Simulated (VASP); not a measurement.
# Be (P6_3/mmc) in VASP: notebook

The runs below take Be through relaxation of cell and atoms, single point, with PBEsol.

Program: VASP 6.6.1. These are calculated values, not measurements. Logs are shortened: lines on timing, memory, paths and dates and some standing lists are left out, and cuts for length are marked.

**1. The cell of the first run**

Symmetry: P6_3/mmc, No. 194, hexagonal system. Conventional cell: a = 2.158 Å, b = 2.158 Å, c = 3.392 Å, α = 90.00°, β = 90.00°, γ = 120.00°. Be (site symmetry -6m2) has 12 Be at 2.10 to 2.16 Å within 2.8 Å.

**2. Relaxation of cell and atoms, PBEsol, target pressure 21.2 GPa, at which the enthalpy is minimised**

INCAR reads:

```
SYSTEM = Be
PREC     = Accurate       ! precision mode
ENCUT    = 600            ! plane-wave cutoff, eV
EDIFF    = 1E-7           ! SCF threshold, eV
ISMEAR   = 0              ! smearing method
SIGMA    = 0.1            ! smearing width, eV
LREAL    = .False.        ! projectors in reciprocal space
LASPH    = .True.         ! aspherical terms in the spheres
NELM     = 60             ! most SCF steps
ALGO     = Fast           ! electronic algorithm
ISIF     = 3              ! what is computed and relaxed
LWAVE    = .False.        ! write WAVECAR
LCHARG   = .False.        ! write CHGCAR
GGA      = PS             ! functional
IBRION   = 2              ! ionic algorithm
NSW      = 80             ! ionic steps
EDIFFG   = -0.05          ! ionic threshold
PSTRESS  = 212.0
```

KPOINTS reads:

```
Automatic mesh
0
Gamma
  12 12 6
  0 0 0
```

POSCAR reads:

```
Be
1.0
    2.1584475304      0.0000000000      0.0000000000
   -1.0792237652      1.8692703941      0.0000000000
    0.0000000000      0.0000000000      3.3917330452
Be
2
Direct
    0.3333333333      0.6666666667      0.2500000000
    0.6666666667      0.3333333333      0.7500000000
```

Potentials or basis: VASP PAW PBE potentials, release 64 (Be).

The run is started by

```bash
$ cat potpaw_PBE.64/Be/POTCAR > POTCAR
$ mpirun -np 1 vasp_std > vasp.out
```

OUTCAR:

```text
SYSTEM = Be
   PREC = Accurate
   ENCUT = 600
   EDIFF = 1E-7
   ISMEAR = 0
   LREAL = .False.
   LASPH = .True.
   NELM = 60
   ISIF = 3
   GGA = PS
   IBRION = 2
   NSW = 80
   EDIFFG = -0.05
   PSTRESS = 212.0

 ion  position               nearest neighbor table
   1  0.333  0.667  0.250-   2 2.10   2 2.10   2 2.10   2 2.10   2 2.10   2 2.10
   2  0.667  0.333  0.750-   1 2.10   1 2.10   1 2.10   1 2.10   1 2.10   1 2.10

  LATTYP: Found a hexagonal cell.
 ALAT       =     2.1584475304
 C/A-ratio  =     1.5713761847

  Lattice vectors:

 A1 = (   2.1584475304,   0.0000000000,   0.0000000000)
 A2 = (  -1.0792237652,   1.8692703941,   0.0000000000)
 A3 = (   0.0000000000,   0.0000000000,   3.3917330452)

Analysis of symmetry for initial positions (statically):
=====================================================================
 Subroutine PRICEL returns:
 Original cell was already a primitive cell.

 Routine SETGRP: Setting up the symmetry group for a
 hexagonal supercell.

 Subroutine GETGRP returns: Found 24 space group operations
 (whereof 12 operations were pure point group operations)
 out of a pool of 24 trial point group operations.

The static configuration has the point symmetry D_3d.
 The point group associated with its full space group is D_6h.

Analysis of symmetry for dynamics (positions and initial velocities):
=====================================================================
 Subroutine PRICEL returns:
 Original cell was already a primitive cell.

 Routine SETGRP: Setting up the symmetry group for a
 hexagonal supercell.

 Subroutine GETGRP returns: Found 24 space group operations
 (whereof 12 operations were pure point group operations)
 out of a pool of 24 trial point group operations.

The dynamic configuration has the point symmetry D_3d.
 The point group associated with its full space group is D_6h.

 Subroutine INISYM returns: Found 24 space group operations
 (whereof 12 operations are pure point group operations),
 and found     1 'primitive' translations

----------------------------------------------------------------------------------------

                                     Primitive cell

  volume of cell :      13.6847

  direct lattice vectors                    reciprocal lattice vectors
     2.158447530  0.000000000  0.000000000     0.463295950  0.267484042  0.000000000
    -1.079223765  1.869270394  0.000000000     0.000000000  0.534968083  0.000000000
     0.000000000  0.000000000  3.391733045     0.000000000  0.000000000  0.294834525

  length of vectors
     2.158447530  2.158447530  3.391733045     0.534968083  0.534968083  0.294834525

  position of ions in fractional coordinates (direct lattice)
     0.333333333  0.666666667  0.250000000
     0.666666667  0.333333333  0.750000000

  ion indices of the primitive-cell ions
   primitive index   ion index
                 1           1
                 2           2

----------------------------------------------------------------------------------------

 KPOINTS: Automatic mesh

Automatic generation of k-mesh.
 Grid dimensions read from file:
 generate k-points for:   12   12    6

 Generating k-lattice:

  Cartesian coordinates                     Fractional coordinates (reciprocal lattice)
     0.038607996  0.022290337  0.000000000     0.083333333  0.000000000  0.000000000
     0.000000000  0.044580674  0.000000000     0.000000000  0.083333333  0.000000000
     0.000000000  0.000000000  0.049139087     0.000000000  0.000000000  0.166666667

  Length of vectors
     0.044580674  0.044580674  0.049139087

  Shift w.r.t. Gamma in fractional coordinates (k-lattice)
     0.000000000  0.000000000  0.000000000

[... 52 lines left out ...]
   EDIFFG = -.5E-01   stopping-criterion for IOM
   NSW    =     80    number of steps for IOM
   IBRION =      2    ionic relax: 0-MD 1-quasi-New 2-CG
   NFREE  =      1    steps in history (QN), initial steepest desc. (CG)
   ISIF   =      3    stress and relaxation
   ISYM   =      2    0-nonsym 1-usesym 2-fastsym
   POTIM  = 0.5000    time-step for ionic-motion
   TEBEG  =    0.0;   TEEND  =   0.0 temperature during run
   PSTRESS=  212.0 pullay stress
   NELECT =       4.0000    total number of electrons
   NUPDOWN=      -1.0000    fix difference up-down
   EMIN   =  10.00;   EMAX   =-10.00  energy-range for DOS
   EFERMI =   0.00;   METHOD = LEGACY
   ISMEAR =     0;   SIGMA  =   0.10  broadening in eV -4-tet -1-fermi 0-gaus
   EFERMI_NEDOS =   21; number of points for ismear=-14 and -15
   IALGO  =     68    algorithm
   IMIX   =      4    mixing-type and parameters
     AMIX     =   0.40;   BMIX     =  1.00
     AMIX_MAG =   1.60;   BMIX_MAG =  1.00
  volume/ion in A,a.u.               =       6.84        46.17
  Fermi-wavevector in a.u.,A,eV,Ry     =   1.086467  2.053124 16.060450  1.180410
  Thomas-Fermi vector in A             =   2.222604
   LORBIT       =      0    0 simple, 1 ext, 2 COOP (PROOUT), +10 PAW based schemes
   GGA     = PS    functional components
   LHFCALC =     F    Hartree Fock is set to
   AEXX    =    0.0000 exact exchange contribution
   IVDW    =     0    specifies the selected vdW correction
   LEPSILON=     F    determine dielectric tensor
   LRPA    =     F    only Hartree local field effects (RPA)
 conjugate gradient relaxation of ions
 non-spin polarized calculation
 RMM-DIIS sequential band-by-band and
 Gauss-broadening in eV      SIGMA  =   0.10
  energy-cutoff  :      600.00
  volume of cell :       13.68
 maximum number of plane-waves:       494
 NGX is ok and might be reduce to    18
   NGX =  9   NGY =  9   NGZ = 13

--------------------------------------- Ionic step        1  -------------------------------------------

 number of electron       4.0000000 magnetization

 Free energy of the ion-electron system (eV)
  ---------------------------------------------------
  ext. energy  EPLUGINS =         0.00000000
  ---------------------------------------------------
  free energy    TOTEN  =        -7.87616251 eV

  energy without entropy =       -7.87527163  energy(sigma->0) =       -7.87571707

------------------------ aborting loop because EDIFF is reached ----------------------------------------

  FORCE on cell =-STRESS in cart. coord.  units (eV):
  Direction    XX          YY          ZZ          XY          YZ          ZX
  --------------------------------------------------------------------------------------
  -------------------------------------------------------------------------------------
  Total        1.7312321      1.7312321      2.0744178      0.0000000      0.0000000     -0.0000000
  in kB      202.6891916    202.6891916    242.8686873      0.0000000      0.0000000     -0.0000000
  external PRESSURE =       4.0823568 kB  Pullay stress =     212.0000000 kB

 VOLUME and BASIS-vectors are now :
 -----------------------------------------------------------------------------
  energy-cutoff  :      600.00
  volume of cell :       13.68
      direct lattice vectors                 reciprocal lattice vectors
     2.158447530  0.000000000  0.000000000     0.463295950  0.267484042  0.000000000
    -1.079223765  1.869270394  0.000000000     0.000000000  0.534968083  0.000000000
     0.000000000  0.000000000  3.391733045     0.000000000  0.000000000  0.294834525

 POSITION                                       TOTAL-FORCE (eV/Angst)
 -----------------------------------------------------------------------------------
     -0.00000      1.24618      0.84793        -0.000000      0.000000      0.000000
      1.07922      0.62309      2.54380         0.000000     -0.000000      0.000000
 -----------------------------------------------------------------------------------
    total drift:                                0.000000     -0.000000      0.000000

  FREE ENERGIE OF THE ION-ELECTRON SYSTEM (eV)
  ---------------------------------------------------
  free  energy   TOTEN  =        -7.8761625090 eV

  energy  without entropy=       -7.8752716310  energy(sigma->0) =       -7.87571707

  enthalpy is  TOTEN    =        -6.0654038749 eV   P V=        1.8107586341

--------------------------------------- Ionic step        2  -------------------------------------------

 number of electron       4.0000000 magnetization

 Free energy of the ion-electron system (eV)
  ---------------------------------------------------
  ext. energy  EPLUGINS =         0.00000000
  ---------------------------------------------------
  free energy    TOTEN  =        -7.88162297 eV

  energy without entropy =       -7.88064343  energy(sigma->0) =       -7.88113320

 E-fermi :   8.5864     XC(G=0): -11.0841

 val. band max:        8.5093641891   @ k =   0.3333   0.3333   0.5000
 cond. band min:       8.6131021418   @ k =   0.2500   0.1667   0.0000
 fundamental gap:      0.1037379527
 Fermi energy:         8.5864227738

 k-point     1 :       0.0000    0.0000    0.0000
  band No.  band energies     occupation
      1      -3.8937      2.00000
      2       3.1718      2.00000
      3       9.7747      0.00000
      4      26.2340      0.00000
      5      26.2340      0.00000
      6      29.3400      0.00000
[... 199 lines left out ...]
 k-point    24 :       0.3333   -0.0000    0.1667
  band No.  band energies     occupation
      1      -0.2947      2.00000
      2       5.6317      2.00000
      3      10.8287      0.00000
      4      16.1378      0.00000
      5      19.9870      0.00000
      6      20.1891      0.00000

 [... further k-points ...]
[... 5 lines left out ...]
  --------------------------------------------------------------------------------------
  -------------------------------------------------------------------------------------
  Total        1.8041889      1.8041889      1.7917649     -0.0000000      0.0000000      0.0000000
  in kB      210.7035384    210.7035384    209.2525938     -0.0000000      0.0000000      0.0000000
  external PRESSURE =      -1.7801098 kB  Pullay stress =     212.0000000 kB

 VOLUME and BASIS-vectors are now :
 -----------------------------------------------------------------------------
  energy-cutoff  :      600.00
  volume of cell :       13.72
      direct lattice vectors                 reciprocal lattice vectors
     2.154307011  0.000000000 -0.000000000     0.464186393  0.267998139 -0.000000000
    -1.077153506  1.865684599  0.000000000    -0.000000000  0.535996277 -0.000000000
     0.000000000  0.000000000  3.413303819     0.000000000 -0.000000000  0.292971283

 POSITION                                       TOTAL-FORCE (eV/Angst)
 -----------------------------------------------------------------------------------
     -0.00000      1.24379      0.85333        -0.000000      0.000000      0.000000
      1.07715      0.62189      2.55998         0.000000     -0.000000      0.000000
 -----------------------------------------------------------------------------------
    total drift:                                0.000000     -0.000000      0.000000

  FREE ENERGIE OF THE ION-ELECTRON SYSTEM (eV)
  ---------------------------------------------------
  free  energy   TOTEN  =        -7.8816229728 eV

  energy  without entropy=       -7.8806434265  energy(sigma->0) =       -7.88113320

  enthalpy is  TOTEN    =        -6.0663328414 eV   P V=        1.8152901314

 reached required accuracy - stopping structural energy minimisation
```

Run time: 23 s. Hardware: 1 thread of AMD EPYC, shared host; peak memory 0.09 GiB.

Results:

* Free energy: -7.8816 eV
* Relaxed volume: 6.86 Å³/atom
* Relaxed cell: a = 2.154 Å, b = 2.154 Å, c = 3.413 Å, α = 90.00°, β = 90.00°, γ = 120.00°
* Space group after relaxing (to 0.1 Å): P6_3/mmc (No. 194)
* Energy change on relaxing (the run minimises the enthalpy): -2.7 meV/atom
* Ionic steps: 2
* Pressure after relaxing: 21.0 GPa
* Band gap on the k mesh: zero (bands 2 and 3 overlap by 2.05 eV)

Stress tensor (GPa, compression positive):
```
21.07  0.00  0.00
 0.00 21.07  0.00
 0.00  0.00 20.93
```

Step by step:
| step | energy change (eV) | largest force (eV/Å) | pressure (GPa) | volume (Å³) |
| --- | --- | --- | --- | --- |
| 1 | 0.0000 | 0.0000 | 21.61 | 13.68 |
| 2 | -0.0055 | 0.0000 | 21.02 | 13.72 |

Final structure:
```yaml
crystal:
  lattice:
    - [2.15431, 0.00000, 0.00000]
    - [-1.07715, 1.86568, 0.00000]
    - [0.00000, 0.00000, 3.41330]
  atoms:
    - { symbol: Be, position: [0.33333, 0.66667, 0.25000] }
    - { symbol: Be, position: [0.66667, 0.33333, 0.75000] }
```

Caveat: the cell is relaxed towards a set pressure, so the run minimises the enthalpy, not the energy; the PAW data sets were made with another functional, which shifts forces and pressure a little.

[end of part 1 of 2]

The gap in the log of VASP goes by the Fermi energy; the results here count the filled bands.